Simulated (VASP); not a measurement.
**Ir: single point with RPBE**

The system is Ir.

```
Ir
1.0
     0.00000    1.94399    1.94399
     1.94399    0.00000    1.94399
     1.94399    1.94399    0.00000
Ir
1
Direct
  0.00000 0.00000 0.00000
```

```
Program                : VASP 6.6.1
Task                   : single point
Functional             : RPBE
Potentials or basis    : VASP PAW PBE potentials, release 64 (Ir)
Cutoff                 : 520 eV
k mesh                 : 23 × 23 × 23
Occupations            : fermi-dirac, width 0.1 eV
Spin                   : no spin polarisation
Dipole correction      : no
Further INCAR settings : ALGO = Normal; EDIFF = 1e-07; NBANDS = 10
```

```yaml
Pressure: 0.1 GPa
```

Levels at points of the mesh, in eV from the Fermi level:
```
           k point  band 1  band 2  band 3  band 4  band 5  band 6  band 7  band 8
(0.00, 0.00, 0.00)  -10.66   -3.63   -3.63   -3.63   -1.11   -1.11   14.40   19.78
```

It took 18 s on 1 thread of Intel(R) Xeon(R) 6975P-C (Granite Rapids) (shared host), peak memory 0.17 GiB.

Caveat: the PAW data sets were made with another functional, which shifts forces and pressure a little; spin-orbit coupling is left out, which moves the levels of the heavy elements.
